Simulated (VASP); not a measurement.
# LiF (P1) in VASP: further runs

Runs on LiF. Level: LDA. Tasks: single point.

All numbers are computed with VASP 6.6.1; they aren't measurements. Logs are shortened: lines on timing, memory, paths and dates and some standing lists are left out, and cuts for length are marked.

## Step 1: The cell of the first run

The typed cell holds 4 atoms: a = 3.061 Å, b = 3.061 Å, c = 4.807 Å, α = 90.00°, β = 90.00°, γ = 120.00°.

## Step 2: Single point, LDA (all Li atoms moved -0.300 Å, as atom 1 along Cartesian [1 -1 0])

INCAR reads:

```
SYSTEM = LiF
PREC = Accurate ; ENCUT = 520
EDIFF = 1E-7 ; ISMEAR = 0
SIGMA = 0.05 ; LREAL = .False.
LASPH = .True. ; NELM = 80
ALGO = Normal ; ISIF = 2
LWAVE = .False. ; LCHARG = .False.
GGA = CA ; NBANDS = 18
```

KPOINTS reads:

```
regular mesh
0
Gamma
  9 9 6
  0 0 0
```

POSCAR reads:

```
LiF
1.0
    3.0609398175      0.0000000000      0.0000000000
   -1.5304699087      2.6508516414      0.0000000000
    0.0000000000      0.0000000000      4.8073245700
Li F
2 2
Direct
    0.3040424774      0.7466907733      0.3811542600
    0.6373758107      0.4133574399      0.8811542600
    0.3333333333      0.6666666667      0.9938437400
    0.6666666667      0.3333333333      0.4938437400
```

Potentials or basis: VASP PAW LDA potentials, release 64 (Li_sv, F).

Run with:

```console
cat potpaw_LDA.64/Li_sv/POTCAR potpaw_LDA.64/F/POTCAR > POTCAR
mpirun -np 1 vasp_std > vasp.out
```

OUTCAR:

```text
SYSTEM = LiF
   PREC = Accurate
   ENCUT = 520
   EDIFF = 1E-7
   ISMEAR = 0
   LREAL = .False.
   LASPH = .True.
   NELM = 80
   ISIF = 2
   GGA = CA

 ion  position               nearest neighbor table
   1  0.304  0.747  0.381-   4 1.66   4 1.80   3 1.89   4 2.13
   2  0.637  0.413  0.881-   3 1.58   4 1.89   3 1.94   3 2.06
   3  0.333  0.667  0.994-   2 1.58   1 1.89   2 1.94   2 2.06
   4  0.667  0.333  0.494-   1 1.66   1 1.80   2 1.89   1 2.13

  LATTYP: Found a hexagonal cell.
 ALAT       =     3.0609398175
 C/A-ratio  =     1.5705387419

  Lattice vectors:

 A1 = (   3.0609398175,   0.0000000000,   0.0000000000)
 A2 = (  -1.5304699087,   2.6508516414,   0.0000000000)
 A3 = (   0.0000000000,   0.0000000000,   4.8073245700)

Analysis of symmetry for initial positions (statically):
=====================================================================
 Subroutine PRICEL returns:
 Original cell was already a primitive cell.

 Routine SETGRP: Setting up the symmetry group for a
 hexagonal supercell.

 Subroutine GETGRP returns: Found  1 space group operations
 (whereof  1 operations were pure point group operations)
 out of a pool of 24 trial point group operations.

The static configuration has the point symmetry C_1 .

Analysis of symmetry for dynamics (positions and initial velocities):
=====================================================================
 Subroutine PRICEL returns:
 Original cell was already a primitive cell.

 Routine SETGRP: Setting up the symmetry group for a
 hexagonal supercell.

 Subroutine GETGRP returns: Found  1 space group operations
 (whereof  1 operations were pure point group operations)
 out of a pool of 24 trial point group operations.

The dynamic configuration has the point symmetry C_1 .

 Subroutine INISYM returns: Found  1 space group operations
 (whereof  1 operations are pure point group operations),
 and found     1 'primitive' translations

----------------------------------------------------------------------------------------

                                     Primitive cell

  volume of cell :      39.0071

  direct lattice vectors                    reciprocal lattice vectors
     3.060939817  0.000000000  0.000000000     0.326697047  0.188618628  0.000000000
    -1.530469909  2.650851641  0.000000000     0.000000000  0.377237256  0.000000000
     0.000000000  0.000000000  4.807324570     0.000000000  0.000000000  0.208015911

  length of vectors
     3.060939817  3.060939817  4.807324570     0.377237256  0.377237256  0.208015911

  position of ions in fractional coordinates (direct lattice)
     0.304042477  0.746690773  0.381154260
     0.637375811  0.413357440  0.881154260
     0.333333333  0.666666667  0.993843740
     0.666666667  0.333333333  0.493843740

  ion indices of the primitive-cell ions
   primitive index   ion index
                 1           1
                 2           2
                 3           3
                 4           4

----------------------------------------------------------------------------------------

 KPOINTS: regular mesh

Automatic generation of k-mesh.
 Grid dimensions read from file:
 generate k-points for:    9    9    6

 Generating k-lattice:

  Cartesian coordinates                     Fractional coordinates (reciprocal lattice)
     0.036299672  0.020957625  0.000000000     0.111111111  0.000000000  0.000000000
     0.000000000  0.041915251  0.000000000     0.000000000  0.111111111  0.000000000
     0.000000000  0.000000000  0.034669319     0.000000000  0.000000000  0.166666667

  Length of vectors
     0.041915251  0.041915251  0.034669319

  Shift w.r.t. Gamma in fractional coordinates (k-lattice)
     0.000000000  0.000000000  0.000000000

 Subroutine IBZKPT returns following result:
 ===========================================

 Found    244 irreducible k-points:

 Following reciprocal coordinates:
            Coordinates               Weight
  0.000000  0.000000  0.000000      1.000000
  0.111111 -0.000000  0.000000      2.000000
  0.000000  0.111111  0.000000      2.000000
 -0.111111  0.111111  0.000000      2.000000
  0.222222  0.000000  0.000000      2.000000
  0.000000  0.222222  0.000000      2.000000
[... 16 lines left out ...]
  0.333333  0.111111  0.000000      2.000000
 -0.111111  0.444444  0.000000      2.000000
 [... further k-points ...]
   k-points           NKPTS =    244   k-points in BZ     NKDIM =    244   number of bands    NBANDS=     18
   number of dos      NEDOS =    301   number of ions     NIONS =      4
   total plane-waves  NPLWV =  20736
   dimension x,y,z NGX =    24 NGY =   24 NGZ =   36
   dimension x,y,z NGXF=    48 NGYF=   48 NGZF=   72
   ions per type =               2   2
   NGX,Y,Z   is equivalent  to a cutoff of  13.03, 13.03, 12.45 a.u.
   NGXF,Y,Z  is equivalent  to a cutoff of  26.07, 26.07, 24.90 a.u.
 SYSTEM =  LiF
   PREC   = accura    normal or accurate (medium, high low for compatibility)
   ISTART =      0    job   : 0-new  1-cont  2-samecut
   ICHARG =      2    charge: 1-file 2-atom 10-const
   ISPIN  =      1    spin polarized calculation?
   LNONCOLLINEAR =      F non collinear calculations
   LSORBIT =      F    spin-orbit coupling
   LASPH  =      T    aspherical Exc in radial PAW
   ENCUT  =  520.0 eV  38.22 Ry    6.18 a.u.   5.69  5.69  8.94*2*pi/ulx,y,z
   NELM   =     80;   NELMIN=  2; NELMDL= -5     # of ELM steps
   EDIFF  = 0.1E-06   stopping-criterion for ELM
   LREAL  =      F    real-space projection
   EDIFFG = 0.1E-05   stopping-criterion for IOM
   NSW    =      0    number of steps for IOM
   IBRION =     -1    ionic relax: 0-MD 1-quasi-New 2-CG
   NFREE  =      0    steps in history (QN), initial steepest desc. (CG)
   ISIF   =      2    stress and relaxation
   ISYM   =      2    0-nonsym 1-usesym 2-fastsym
   POTIM  = 0.5000    time-step for ionic-motion
   TEBEG  =    0.0;   TEEND  =   0.0 temperature during run
   PSTRESS=    0.0 pullay stress
   NELECT =      20.0000    total number of electrons
   NUPDOWN=      -1.0000    fix difference up-down
   EMIN   =  10.00;   EMAX   =-10.00  energy-range for DOS
   EFERMI =   0.00;   METHOD = LEGACY
   ISMEAR =     0;   SIGMA  =   0.05  broadening in eV -4-tet -1-fermi 0-gaus
   EFERMI_NEDOS =   21; number of points for ismear=-14 and -15
   IALGO  =     38    algorithm
   IMIX   =      4    mixing-type and parameters
     AMIX     =   0.40;   BMIX     =  1.00
     AMIX_MAG =   1.60;   BMIX_MAG =  1.00
  volume/ion in A,a.u.               =       9.75        65.81
  Fermi-wavevector in a.u.,A,eV,Ry     =   1.310299  2.476105 23.359603  1.716882
  Thomas-Fermi vector in A             =   2.440838
   LORBIT       =      0    0 simple, 1 ext, 2 COOP (PROOUT), +10 PAW based schemes
   GGA     = CA    functional components
   LHFCALC =     F    Hartree Fock is set to
   AEXX    =    0.0000 exact exchange contribution
   IVDW    =     0    specifies the selected vdW correction
   LEPSILON=     F    determine dielectric tensor
   LRPA    =     F    only Hartree local field effects (RPA)
 non-spin polarized calculation
 Gauss-broadening in eV      SIGMA  =   0.05
  energy-cutoff  :      520.00
  volume of cell :       39.01
 maximum number of plane-waves:      1085
   NGX = 11   NGY = 11   NGZ = 17

 number of electron      20.0000026 magnetization

 Free energy of the ion-electron system (eV)
  ---------------------------------------------------
  ext. energy  EPLUGINS =         0.00000000
  ---------------------------------------------------
  free energy    TOTEN  =       -20.39520841 eV

  energy without entropy =      -20.39520841  energy(sigma->0) =      -20.39520841

 E-fermi :  -2.3642     XC(G=0):  -9.6057

 val. band max:       -2.6084629898   @ k =   0.0000   0.0000   0.0000
 cond. band min:       4.7893445233   @ k =   0.0000   0.0000   0.0000
 fundamental gap:      7.3978075132
 Fermi energy:        -2.3641626923

 k-point     1 :       0.0000    0.0000    0.0000
  band No.  band energies     occupation
      1     -41.9425      2.00000
      2     -41.8890      2.00000
      3     -21.7217      2.00000
      4     -21.4970      2.00000
      5      -4.9731      2.00000
      6      -3.4313      2.00000
[... 10 lines left out ...]
     17      17.4245      0.00000
     18      17.8665      0.00000

 k-point     2 :       0.1111   -0.0000    0.0000
  band No.  band energies     occupation
      1     -41.9375      2.00000
      2     -41.8866      2.00000
      3     -21.7086      2.00000
      4     -21.4962      2.00000
      5      -4.9193      2.00000
      6      -3.5093      2.00000
[... 10 lines left out ...]
     17      17.1839      0.00000
     18      18.5760      0.00000

 k-point     3 :       0.0000    0.1111    0.0000
  band No.  band energies     occupation
      1     -41.9375      2.00000
      2     -41.8868      2.00000
      3     -21.7077      2.00000
      4     -21.4944      2.00000
      5      -4.9163      2.00000
      6      -3.5080      2.00000
[... 10 lines left out ...]
     17      17.2612      0.00000
     18      18.3081      0.00000

 k-point     4 :      -0.1111    0.1111    0.0000
  band No.  band energies     occupation
      1     -41.9375      2.00000
      2     -41.8869      2.00000
      3     -21.7080      2.00000
      4     -21.4916      2.00000
      5      -4.9148      2.00000
      6      -3.4977      2.00000
[... 375 lines left out ...]
      4     -21.4935      2.00000
      5      -4.6714      2.00000
      6      -4.0662      2.00000
[... 10 lines left out ...]
     17      16.8427      0.00000
     18      18.2505      0.00000

 k-point    23 :       0.3333    0.1111    0.0000
  band No.  band energies     occupation
      1     -41.8996      2.00000
      2     -41.8747      2.00000
      3     -21.5991      2.00000
      4     -21.5102      2.00000
      5      -4.7036      2.00000
      6      -4.1463      2.00000
[... 10 lines left out ...]
     17      16.5494      0.00000
     18      18.6655      0.00000

 k-point    24 :      -0.1111    0.4444    0.0000
  band No.  band energies     occupation
      1     -41.8993      2.00000
      2     -41.8767      2.00000
      3     -21.5974      2.00000
      4     -21.4869      2.00000
      5      -4.6954      2.00000
      6      -4.1969      2.00000
[... 10 lines left out ...]
     17      16.3352      0.00000
     18      18.3947      0.00000

 [... further k-points ...]

------------------------ aborting loop because EDIFF is reached ----------------------------------------

  FORCE on cell =-STRESS in cart. coord.  units (eV):
  Direction    XX          YY          ZZ          XY          YZ          ZX
  --------------------------------------------------------------------------------------
  -------------------------------------------------------------------------------------
  Total        0.9295748      0.6735215     -0.5060881     -0.5610589      0.8978512     -0.9239321
  in kB       38.1813471     27.6642192    -20.7870595    -23.0449282     36.8783322    -37.9495814
  external PRESSURE =      15.0195022 kB  Pullay stress =       0.0000000 kB

 VOLUME and BASIS-vectors are now :
 -----------------------------------------------------------------------------
  energy-cutoff  :      520.00
  volume of cell :       39.01
      direct lattice vectors                 reciprocal lattice vectors
     3.060939817  0.000000000  0.000000000     0.326697047  0.188618628  0.000000000
    -1.530469909  2.650851641  0.000000000     0.000000000  0.377237256  0.000000000
     0.000000000  0.000000000  4.807324570     0.000000000  0.000000000  0.208015911

 POSITION                                       TOTAL-FORCE (eV/Angst)
 -----------------------------------------------------------------------------------
     -0.21213      1.97937      1.83233         0.270344     -1.016159     -0.371870
      1.31834      1.09575      4.23599         1.868222     -1.073807     -0.612718
     -0.00000      1.76723      4.77773        -1.860596      1.074201      0.617716
      1.53047      0.88362      2.37407        -0.277970      1.015765      0.366872
 -----------------------------------------------------------------------------------
    total drift:                               -0.000346     -0.000224     -0.000873

  FREE ENERGIE OF THE ION-ELECTRON SYSTEM (eV)
  ---------------------------------------------------
  free  energy   TOTEN  =       -20.3952084141 eV

  energy  without entropy=      -20.3952084141  energy(sigma->0) =      -20.39520841
```

Run time: 2.2 min. Hardware: 1 thread of Oxide Virtual Turin-like, shared host; peak memory 0.2 GiB.

Results:

* Free energy: -20.3952 eV
* Largest force: 2.240 eV/Å
* Band gap on the k mesh: 7.40 eV

Forces in eV/Å, atoms in the order of the input:
```
Li   0.270 -1.016 -0.372
Li   1.868 -1.074 -0.613
F   -1.861  1.074  0.618
F   -0.278  1.016  0.367
```

Caveat: the cell differs from its parent crystal (all Li atoms moved -0.300 Å, as atom 1 along Cartesian [1 -1 0]); the cutoff is under 1.25 times the usual one of these potentials, so pressure, stress and relaxed cells hold a basis-set (Pulay) error; forces of over 1 eV/Å act on the atoms, so gaps and moduli don't describe the material at rest.

## Step 3: Single point, LDA (all Li atoms moved +0.225 Å, as atom 1 along Cartesian [1 -1 0])

INCAR reads:

```
SYSTEM = LiF
ALGO = Normal
EDIFF = 1E-6
ENCUT = 520
GGA = CA
ISIF = 2
ISMEAR = 0
LASPH = .TRUE.
LCHARG = .FALSE.
LREAL = .FALSE.
LWAVE = .FALSE.
NBANDS = 18
NELM = 80
PREC = Accurate
SIGMA = 0.05
```

KPOINTS reads:

```
k-points
0
G
  9 9 6
  0 0 0
```

Edit POSCAR of step 2 so:

```diff
@@ -8,4 +8,4 @@
 Direct
-    0.3040424774      0.7466907733      0.3811542600
-    0.6373758107      0.4133574399      0.8811542600
+    0.3553014753      0.6066485867      0.3811542600
+    0.6886348086      0.2733152534      0.8811542600
     0.3333333333      0.6666666667      0.9938437400
```

Potentials or basis: VASP PAW LDA potentials, release 64 (Li_sv, F).

Run with:

```console
cat potpaw_LDA.64/Li_sv/POTCAR potpaw_LDA.64/F/POTCAR > POTCAR
mpirun -np 1 vasp_std > vasp.out
```

Wall time 2.5 min (1 thread of Oxide Virtual Turin-like, shared host); peak memory 0.2 GiB.

It converged, with:

| Quantity | Value |
| --- | --- |
| Free energy | -20.5817 eV |
| Largest force | 1.384 eV/Å |
| Band gap on the k mesh | 7.46 eV |

Forces on the atoms (eV/Å):
```
Li  -1.139  0.721 -0.315
Li  -0.297  0.703 -0.219
F    0.301 -0.703  0.217
F    1.134 -0.721  0.317
```

Levels at points of the mesh, in eV from the valence-band top:
| k point | band 7 | band 8 | band 9 | band 10 | band 11 | band 12 | band 13 | band 14 |
| --- | --- | --- | --- | --- | --- | --- | --- | --- |
| (0.00, 0.00, 0.00) | -0.67 | -0.20 | -0.15 | 0.00 | 7.46 | 11.69 | 14.78 | 18.06 |
| (0.00, 0.00, 0.50) | -0.64 | -0.60 | -0.20 | -0.18 | 9.18 | 9.19 | 16.95 | 17.00 |

Caveat: the cell differs from its parent crystal (all Li atoms moved +0.225 Å, as atom 1 along Cartesian [1 -1 0]); the cutoff is under 1.25 times the usual one of these potentials, so pressure, stress and relaxed cells hold a basis-set (Pulay) error; forces of over 1 eV/Å act on the atoms, so gaps and moduli don't describe the material at rest. A k mesh can miss the band edges.

## Step 4: Single point, LDA (all Li atoms moved -0.150 Å, as atom 1 along Cartesian [1 -1 0])

INCAR reads:

```
SYSTEM = LiF
ALGO = Normal
EDIFF = 1E-6
ENCUT = 520
ISIF = 2
ISMEAR = 0
LASPH = .True.
LCHARG = .False.
LREAL = .False.
LWAVE = .False.
NBANDS = 18
NELM = 80
PREC = Accurate
SIGMA = 0.05
```

KPOINTS reads:

```
k-points
0
Gamma
  9 9 6
  0 0 0
```

Edit POSCAR of step 3 so:

```diff
@@ -8,4 +8,4 @@
 Direct
-    0.3553014753      0.6066485867      0.3811542600
-    0.6886348086      0.2733152534      0.8811542600
+    0.3186879054      0.7066787200      0.3811542600
+    0.6520212387      0.3733453866      0.8811542600
     0.3333333333      0.6666666667      0.9938437400
```

Run with:

```console
cat potpaw_LDA.64/Li_sv/POTCAR potpaw_LDA.64/F/POTCAR > POTCAR
mpirun -np 1 vasp_std > vasp.out
```

Wall time 2.6 min (1 thread of Oxide Virtual Turin-like, shared host); peak memory 0.2 GiB.

Results (log left out):

```yaml
Free_energy: -20.7032 eV
Largest_force: 0.772 eV/Å
Band_gap_on_the_k_mesh: 7.53 eV
```

Forces in eV/Å, atoms in the order of the input:
```
Li   0.263 -0.438 -0.105
Li   0.619 -0.442 -0.132
F   -0.616  0.442  0.133
F   -0.265  0.438  0.105
```

Levels at points of the mesh, in eV from the valence-band top:
```csv
k point,band 6,band 7,band 8,band 9,band 10,band 11,band 12,band 13,band 14,band 15
"(0.00, 0.00, 0.00)",-0.60,-0.58,-0.18,-0.15,0.00,7.53,11.75,14.94,18.14,18.20
"(0.00, 0.00, 0.50)",-1.26,-0.52,-0.51,-0.22,-0.21,9.23,9.23,17.14,17.17,18.13
```

Caveat: the cell differs from its parent crystal (all Li atoms moved -0.150 Å, as atom 1 along Cartesian [1 -1 0]); the cutoff is under 1.25 times the usual one of these potentials, so pressure, stress and relaxed cells hold a basis-set (Pulay) error. A k mesh can miss the band edges.

## Step 5: Single point, LDA (all Li atoms moved +0.263 Å, as atom 1 along Cartesian [1 -1 0])

INCAR reads:

```
SYSTEM = LiF
PREC = Accurate ; ENCUT = 520
EDIFF = 1E-6 ; ISMEAR = 0
SIGMA = 0.05 ; LREAL = .FALSE.
LASPH = .TRUE. ; NELM = 80
ALGO = Normal ; ISIF = 2
LWAVE = .FALSE. ; LCHARG = .TRUE.
GGA = CA ; LELF = .TRUE.
LVHAR = .TRUE. ; NBANDS = 18
```

KPOINTS reads:

```
Automatic mesh
0
G
  9 9 6
  0 0 0
```

Edit POSCAR of step 4 so:

```diff
@@ -8,4 +8,4 @@
 Direct
-    0.3186879054      0.7066787200      0.3811542600
-    0.6520212387      0.3733453866      0.8811542600
+    0.3589628323      0.5966455734      0.3811542600
+    0.6922961656      0.2633122401      0.8811542600
     0.3333333333      0.6666666667      0.9938437400
```

Run with:

```console
cat potpaw_LDA.64/Li_sv/POTCAR potpaw_LDA.64/F/POTCAR > POTCAR
mpirun -np 1 vasp_std > vasp.out
```

Wall time 3.2 min (1 thread of Oxide Virtual Turin-like, shared host); peak memory 0.19 GiB.

Results (log left out):

| Item | Value |
| --- | --- |
| Free energy | -20.4975 eV |
| Largest force | 1.777 eV/Å |
| Band gap on the k mesh | 7.43 eV |

Forces on the atoms (eV/Å):
```
Li  -1.473  0.887 -0.447
Li  -0.291  0.853 -0.291
F    0.297 -0.853  0.287
F    1.467 -0.887  0.450
```

Levels at points of the mesh, in eV from the valence-band top:
| k point | band 8 | band 9 | band 10 | band 11 | band 12 | band 13 |
| --- | --- | --- | --- | --- | --- | --- |
| (0.00, 0.00, 0.00) | -0.21 | -0.15 | 0.00 | 7.43 | 11.66 | 14.68 |
| (0.00, 0.00, 0.50) | -0.63 | -0.19 | -0.16 | 9.15 | 9.17 | 16.85 |

Caveat: the cell differs from its parent crystal (all Li atoms moved +0.263 Å, as atom 1 along Cartesian [1 -1 0]); the cutoff is under 1.25 times the usual one of these potentials, so pressure, stress and relaxed cells hold a basis-set (Pulay) error; forces of over 1 eV/Å act on the atoms, so gaps and moduli don't describe the material at rest.

## Step 6: The runs side by side

```csv
cell,gap on the mesh (eV),largest force (eV/Å)
"as given, atomic positions A",7.40,2.24
"as given, atomic positions B",7.46,1.38
"as given, atomic positions C",7.53,0.77
"as given, atomic positions D",7.43,1.78
```

Alike in all rows: task single point; level LDA; potentials or basis VASP PAW LDA potentials, release 64 (Li_sv, F); no spin polarisation; k mesh 9 × 9 × 6; cutoff (eV) 520; smearing gaussian 0.05 eV.

Caveats: the cutoff is under 1.25 times the usual one of these potentials, so pressure, stress and relaxed cells hold a basis-set (Pulay) error; forces of over 1 eV/Å act on the atoms, so gaps and moduli don't describe the material at rest (at least some runs).

Absolute energies hang on the potentials; compare differences alone.
